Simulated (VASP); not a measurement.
A run of VASP 6.6.1 is set up as follows.

Contents of INCAR:

```
SYSTEM = BN
  PREC = Accurate
  ENCUT = 520
  EDIFF = 1E-8
  ISMEAR = -1
  SIGMA = 0.02
  LREAL = .False.
  LASPH = .True.
  NELM = 60
  ALGO = Normal
  ISIF = 2
  LWAVE = .False.
  LCHARG = .False.
  LEFG = .True.
  NBANDS = 11
```

Contents of KPOINTS:

```
Automatic mesh
0
Gamma
  11 11 11
  0 0 0
```

Contents of POSCAR:

```
BN
1.0
    0.0000000000      1.8135050275      1.8135050275
    1.8135050275      0.0000000000      1.8135050275
    1.8135050275      1.8135050275      0.0000000000
B N
1 1
Direct
    0.0000000000      0.0000000000      0.0000000000
    0.7500000000      0.7500000000      0.7500000000
```

Potentials or basis: VASP PAW LDA potentials, release 64 (B, N).

Command:

```bash
$ cat potpaw_LDA.64/B/POTCAR potpaw_LDA.64/N/POTCAR > POTCAR
$ mpirun -np 1 vasp_std > vasp.out
```

Predict the pressure.

-13.7 GPa.

Estimate the band gap on the k mesh.

4.43 eV, indirect (least direct gap 8.64 eV).

Caveat: without QUAD_EFG the Cq values of the log hold for a quadrupole moment of 1 mb, not for the nuclei. A k mesh can miss the band edges.
